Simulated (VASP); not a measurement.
W:

```
W
1.0
     0.00000    2.01850    2.01850
     2.01850    0.00000    2.01850
     2.01850    2.01850    0.00000
W
1
Cartesian
  0.0000 0.0000 0.0000
```

- Program: VASP 6.6.1
- Task: relaxation of cell and atoms
- Functional: PBE
- Dispersion: D3(BJ)
- Potentials or basis: VASP PAW PBE potentials, release 64 (W_sv)
- Cutoff: 500 eV
- k mesh: 18 × 18 × 18
- Occupations: gaussian, width 0.1 eV
- Spin: no spin polarisation

At the start: pressure -6.2 GPa; volume 16.45 Å³/atom.

How do energy, volume and symmetry change on relaxing?

Over 4 steps the energy falls by 7.0 meV/atom and the volume is 16.09 Å³/atom (-2.1 %); space group Fm-3m (No. 225, to 0.05 Å).

The path:
```csv
step,energy change (eV),largest force (eV/Å),pressure (GPa),volume (Å³)
1,0.0000,0.0000,-6.22,16.45
2,0.0748,0.0000,24.98,14.97
3,-0.0070,0.0000,-0.16,16.10
4,-0.0070,0.0000,-0.02,16.09
```

Final structure:
```yaml
crystal:
  lattice:
    - [0.00000, 2.00395, 2.00395]
    - [2.00395, 0.00000, 2.00395]
    - [2.00395, 2.00395, 0.00000]
  atoms:
    - { symbol: W, position: [0.00000, 0.00000, 0.00000] }
```

Caveat: pairwise dispersion overbinds metals, which lowers pressure and volume.
